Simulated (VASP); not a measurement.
# AlN (F-43m) in VASP: further runs

Runs on AlN. Level: PBE+D3(BJ). Tasks: single point, relaxation of cell and atoms.

Everything below comes from runs of VASP 6.6.1. Logs are shortened: lines on timing, memory, paths and dates and some standing lists are left out, and cuts for length are marked.

## Step 1: The cell of the first run

Symmetry: F-43m, No. 216, cubic system. The conventional cell has a = 4.380 Å, b = 4.380 Å, c = 4.380 Å, α = 90.00°, β = 90.00°, γ = 90.00°. Al (site symmetry -43m) has 4 N at 1.90 Å within 2.5 Å. N (site symmetry -43m) has 4 Al at 1.90 Å within 2.5 Å.

## Step 2: Single point, PBE+D3(BJ)

INCAR reads:

```
PREC = Accurate ; ENCUT = 600
EDIFF = 1E-6 ; ISMEAR = 0
SIGMA = 0.1 ; LREAL = F
LASPH = T ; NELM = 120
ALGO = Normal ; ISIF = 2
LWAVE = F ; LCHARG = F
GGA = PE ; IVDW = 12
NBANDS = 11 ; GGA_COMPAT = F
```

KPOINTS reads:

```
regular mesh
0
Gamma
  8 8 8
```

POSCAR reads:

```
AlN
1.0
    0.0000000000      2.1900000000      2.1900000000
    2.1900000000      0.0000000000      2.1900000000
    2.1900000000      2.1900000000      0.0000000000
Al N
1 1
Direct
    0.0000000000      0.0000000000      0.0000000000
    0.2500000000      0.2500000000      0.2500000000
```

Potentials or basis: VASP PAW PBE potentials, release 64 (Al, N).

Command:

```console
cat potpaw_PBE.64/Al/POTCAR potpaw_PBE.64/N/POTCAR > POTCAR
mpirun -np 1 vasp_std > vasp.out
```

OUTCAR:

```text
PREC = Accurate
   ENCUT = 600
   EDIFF = 1E-6
   ISMEAR = 0
   LREAL = F
   LASPH = T
   NELM = 120
   ISIF = 2
   GGA = PE
   IVDW = 12
 IVDW          = 12

 ion  position               nearest neighbor table
   1  0.000  0.000  0.000-   2 1.90   2 1.90   2 1.90   2 1.90
   2  0.250  0.250  0.250-   1 1.90   1 1.90   1 1.90   1 1.90

  LATTYP: Found a face centered cubic cell.
 ALAT       =     4.3800000000

  Lattice vectors:

 A1 = (   0.0000000000,   2.1900000000,   2.1900000000)
 A2 = (   2.1900000000,   0.0000000000,   2.1900000000)
 A3 = (   2.1900000000,   2.1900000000,   0.0000000000)

Analysis of symmetry for initial positions (statically):
=====================================================================
 Subroutine PRICEL returns:
 Original cell was already a primitive cell.

 Routine SETGRP: Setting up the symmetry group for a
 face centered cubic supercell.

 Subroutine GETGRP returns: Found 24 space group operations
 (whereof 24 operations were pure point group operations)
 out of a pool of 48 trial point group operations.

The static configuration has the point symmetry T_d .

Analysis of symmetry for dynamics (positions and initial velocities):
=====================================================================
 Subroutine PRICEL returns:
 Original cell was already a primitive cell.

 Routine SETGRP: Setting up the symmetry group for a
 face centered cubic supercell.

 Subroutine GETGRP returns: Found 24 space group operations
 (whereof 24 operations were pure point group operations)
 out of a pool of 48 trial point group operations.

The dynamic configuration has the point symmetry T_d .

 Subroutine INISYM returns: Found 24 space group operations
 (whereof 24 operations are pure point group operations),
 and found     1 'primitive' translations

----------------------------------------------------------------------------------------

                                     Primitive cell

  volume of cell :      21.0069

  direct lattice vectors                    reciprocal lattice vectors
     0.000000000  2.190000000  2.190000000    -0.228310502  0.228310502  0.228310502
     2.190000000  0.000000000  2.190000000     0.228310502 -0.228310502  0.228310502
     2.190000000  2.190000000  0.000000000     0.228310502  0.228310502 -0.228310502

  length of vectors
     3.097127702  3.097127702  3.097127702     0.395445390  0.395445390  0.395445390

  position of ions in fractional coordinates (direct lattice)
     0.000000000  0.000000000  0.000000000
     0.250000000  0.250000000  0.250000000

  ion indices of the primitive-cell ions
   primitive index   ion index
                 1           1
                 2           2

----------------------------------------------------------------------------------------

 KPOINTS: regular mesh

Automatic generation of k-mesh.
 Grid dimensions read from file:
 generate k-points for:    8    8    8

 Generating k-lattice:

  Cartesian coordinates                     Fractional coordinates (reciprocal lattice)
    -0.028538813  0.028538813  0.028538813     0.125000000  0.000000000  0.000000000
     0.028538813 -0.028538813  0.028538813     0.000000000  0.125000000  0.000000000
     0.028538813  0.028538813 -0.028538813     0.000000000  0.000000000  0.125000000

  Length of vectors
     0.049430674  0.049430674  0.049430674

  Shift w.r.t. Gamma in fractional coordinates (k-lattice)
     0.000000000  0.000000000  0.000000000

 Subroutine IBZKPT returns following result:
 ===========================================

 Found     29 irreducible k-points:

 Following reciprocal coordinates:
            Coordinates               Weight
  0.000000  0.000000  0.000000      1.000000
  0.125000  0.000000  0.000000      8.000000
  0.250000  0.000000  0.000000      8.000000
  0.375000  0.000000  0.000000      8.000000
  0.500000  0.000000  0.000000      4.000000
  0.125000  0.125000  0.000000      6.000000
[... 16 lines left out ...]
  0.500000  0.250000  0.125000     48.000000
 -0.375000  0.250000  0.125000     24.000000
 [... further k-points ...]
   k-points           NKPTS =     29   k-points in BZ     NKDIM =     29   number of bands    NBANDS=     11
   number of dos      NEDOS =    301   number of ions     NIONS =      2
   total plane-waves  NPLWV =  21952
   dimension x,y,z NGX =    28 NGY =   28 NGZ =   28
   dimension x,y,z NGXF=    56 NGYF=   56 NGZF=   56
   ions per type =               1   1
   NGX,Y,Z   is equivalent  to a cutoff of  15.03, 15.03, 15.03 a.u.
   NGXF,Y,Z  is equivalent  to a cutoff of  30.06, 30.06, 30.06 a.u.
 SYSTEM =  unknown system
   PREC   = accura    normal or accurate (medium, high low for compatibility)
   ISTART =      0    job   : 0-new  1-cont  2-samecut
   ICHARG =      2    charge: 1-file 2-atom 10-const
   ISPIN  =      1    spin polarized calculation?
   LNONCOLLINEAR =      F non collinear calculations
   LSORBIT =      F    spin-orbit coupling
   LASPH  =      T    aspherical Exc in radial PAW
   ENCUT  =  600.0 eV  44.10 Ry    6.64 a.u.   6.19  6.19  6.19*2*pi/ulx,y,z
   NELM   =    120;   NELMIN=  2; NELMDL= -5     # of ELM steps
   EDIFF  = 0.1E-05   stopping-criterion for ELM
   LREAL  =      F    real-space projection
   EDIFFG = 0.1E-04   stopping-criterion for IOM
   NSW    =      0    number of steps for IOM
   IBRION =     -1    ionic relax: 0-MD 1-quasi-New 2-CG
   NFREE  =      0    steps in history (QN), initial steepest desc. (CG)
   ISIF   =      2    stress and relaxation
   ISYM   =      2    0-nonsym 1-usesym 2-fastsym
   POTIM  = 0.5000    time-step for ionic-motion
   TEBEG  =    0.0;   TEEND  =   0.0 temperature during run
   PSTRESS=    0.0 pullay stress
   NELECT =       8.0000    total number of electrons
   NUPDOWN=      -1.0000    fix difference up-down
   EMIN   =  10.00;   EMAX   =-10.00  energy-range for DOS
   EFERMI =   0.00;   METHOD = LEGACY
   ISMEAR =     0;   SIGMA  =   0.10  broadening in eV -4-tet -1-fermi 0-gaus
   EFERMI_NEDOS =   21; number of points for ismear=-14 and -15
   IALGO  =     38    algorithm
   IMIX   =      4    mixing-type and parameters
     AMIX     =   0.40;   BMIX     =  1.00
     AMIX_MAG =   1.60;   BMIX_MAG =  1.00
  volume/ion in A,a.u.               =      10.50        70.88
  Fermi-wavevector in a.u.,A,eV,Ry     =   1.186636  2.242416 19.158419  1.408104
  Thomas-Fermi vector in A             =   2.322804
   LORBIT       =      0    0 simple, 1 ext, 2 COOP (PROOUT), +10 PAW based schemes
   GGA     = PE    functional components
   LHFCALC =     F    Hartree Fock is set to
   AEXX    =    0.0000 exact exchange contribution
   IVDW    =    12    specifies the selected vdW correction
   LEPSILON=     F    determine dielectric tensor
   LRPA    =     F    only Hartree local field effects (RPA)
 non-spin polarized calculation
 Gauss-broadening in eV      SIGMA  =   0.10
  energy-cutoff  :      600.00
  volume of cell :       21.01
 maximum number of plane-waves:       725
 NGX is ok and might be reduce to    28
   NGX = 13   NGY = 13   NGZ = 13

 number of electron       7.9999999 magnetization

 Free energy of the ion-electron system (eV)
  ---------------------------------------------------
  ext. energy  EPLUGINS =         0.00000000
  ---------------------------------------------------
  free energy    TOTEN  =       -14.84593875 eV

  energy without entropy =      -14.84593875  energy(sigma->0) =      -14.84593875

 E-fermi :   6.3421     XC(G=0): -10.8979

 val. band max:        5.8924706120   @ k =   0.0000   0.0000   0.0000
 cond. band min:       9.2060191515   @ k =   0.5000   0.5000   0.0000
 fundamental gap:      3.3135485395
 Fermi energy:         6.3421030852

 k-point     1 :       0.0000    0.0000    0.0000
  band No.  band energies     occupation
      1      -9.0414      2.00000
      2       5.8925      2.00000
      3       5.8925      2.00000
      4       5.8925      2.00000
      5      10.0157      0.00000
      6      18.3713      0.00000
      7      18.3713      0.00000
      8      18.3713      0.00000
      9      23.5150      0.00000
     10      23.5150      0.00000
     11      24.9008      0.00000

 k-point     2 :       0.1250    0.0000    0.0000
  band No.  band energies     occupation
      1      -8.8164      2.00000
      2       4.7141      2.00000
      3       5.8141      2.00000
      4       5.8141      2.00000
      5      10.9601      0.00000
      6      17.7990      0.00000
      7      18.5431      0.00000
      8      18.5431      0.00000
      9      21.9840      0.00000
     10      21.9840      0.00000
     11      23.8561      0.00000

 k-point     3 :       0.2500    0.0000    0.0000
  band No.  band energies     occupation
      1      -8.1996      2.00000
      2       2.6451      2.00000
      3       5.6375      2.00000
      4       5.6375      2.00000
      5      12.2784      0.00000
      6      16.7883      0.00000
      7      18.1517      0.00000
      8      18.1517      0.00000
      9      22.0977      0.00000
     10      22.0977      0.00000
     11      23.0480      0.00000

 k-point     4 :       0.3750    0.0000    0.0000
  band No.  band energies     occupation
      1      -7.4214      2.00000
      2       0.8394      2.00000
      3       5.4765      2.00000
      4       5.4765      2.00000
      5      13.0002      0.00000
      6      16.0077      0.00000
      7      17.3221      0.00000
      8      17.3221      0.00000
      9      23.3252      0.00000
     10      24.1084      0.00000
     11      24.1084      0.00000

 k-point     5 :       0.5000    0.0000    0.0000
  band No.  band energies     occupation
      1      -7.0174      2.00000
      2       0.0728      2.00000
      3       5.4137      2.00000
      4       5.4137      2.00000
      5      13.1973      0.00000
      6      15.7011      0.00000
      7      16.9873      0.00000
      8      16.9873      0.00000
      9      23.7709      0.00000
     10      25.8811      0.00000
     11      25.8811      0.00000
[... 211 lines left out ...]
 k-point    21 :       0.5000    0.5000    0.0000
  band No.  band energies     occupation
      1      -6.3898      2.00000
      2       1.0151      2.00000
      3       4.1276      2.00000
      4       4.1276      2.00000
      5       9.2060      0.00000
      6      14.4572      0.00000
      7      19.7387      0.00000
      8      21.5235      0.00000
      9      21.5235      0.00000
     10      29.2523      0.00000
     11      29.7826      0.00000

 k-point    22 :       0.3750    0.2500    0.1250
  band No.  band energies     occupation
      1      -7.7042      2.00000
      2       2.3421      2.00000
      3       4.4238      2.00000
      4       5.2924      2.00000
      5      12.6547      0.00000
      6      16.3406      0.00000
      7      16.6848      0.00000
      8      19.1010      0.00000
      9      20.4624      0.00000
     10      24.9231      0.00000
     11      27.4336      0.00000

 k-point    23 :       0.5000    0.2500    0.1250
  band No.  band energies     occupation
      1      -7.0337      2.00000
      2       1.2944      2.00000
      3       3.8340      2.00000
      4       4.9665      2.00000
      5      12.9056      0.00000
      6      15.4611      0.00000
      7      17.3455      0.00000
      8      18.7087      0.00000
      9      21.8445      0.00000
     10      25.4400      0.00000
     11      27.5530      0.00000

 k-point    24 :      -0.3750    0.2500    0.1250
  band No.  band energies     occupation
      1      -6.7015      2.00000
      2       0.7818      2.00000
      3       3.6796      2.00000
      4       4.7813      2.00000
      5      12.9678      0.00000
      6      15.0737      0.00000
      7      17.9821      0.00000
      8      18.5056      0.00000
      9      22.9650      0.00000
     10      24.5731      0.00000
     11      27.8173      0.00000

 [... further k-points ...]

------------------------ aborting loop because EDIFF is reached ----------------------------------------

 Edisp (eV)   -0.53484

 E8    (eV) :    -0.2091

  FORCE on cell =-STRESS in cart. coord.  units (eV):
  Direction    XX          YY          ZZ          XY          YZ          ZX
  --------------------------------------------------------------------------------------
  -------------------------------------------------------------------------------------
  Total      -0.19012    -0.19012    -0.19012     0.00000    -0.00000    -0.00000
  in kB     -14.50020   -14.50020   -14.50020     0.00000    -0.00000    -0.00000
  external pressure =      -14.50 kB  Pullay stress =        0.00 kB

 VOLUME and BASIS-vectors are now :
 -----------------------------------------------------------------------------
  energy-cutoff  :      600.00
  volume of cell :       21.01
      direct lattice vectors                 reciprocal lattice vectors
     0.000000000  2.190000000  2.190000000    -0.228310502  0.228310502  0.228310502
     2.190000000  0.000000000  2.190000000     0.228310502 -0.228310502  0.228310502
     2.190000000  2.190000000  0.000000000     0.228310502  0.228310502 -0.228310502

 POSITION                                       TOTAL-FORCE (eV/Angst)
 -----------------------------------------------------------------------------------
      0.00000      0.00000      0.00000         0.000000      0.000000      0.000000
      1.09500      1.09500      1.09500        -0.000000     -0.000000     -0.000000
 -----------------------------------------------------------------------------------
    total drift:                                0.000000      0.000000      0.000000

  FREE ENERGIE OF THE ION-ELECTRON SYSTEM (eV)
  ---------------------------------------------------
  free  energy   TOTEN  =       -15.3807776064 eV

  energy  without entropy=      -15.3807776064  energy(sigma->0) =      -15.38077761
```

Run time: 4.6 s. Hardware: 1 thread of Intel Xeon 6975P-C (Granite Rapids), shared host; peak memory 0.16 GiB.

What came out:

- Free energy: -15.3808 eV
- Pressure: -1.5 GPa
- Band gap on the k mesh: 3.31 eV (least direct gap 4.12 eV)
- Dispersion energy per atom: -0.267 eV

[end of part 1 of 2]
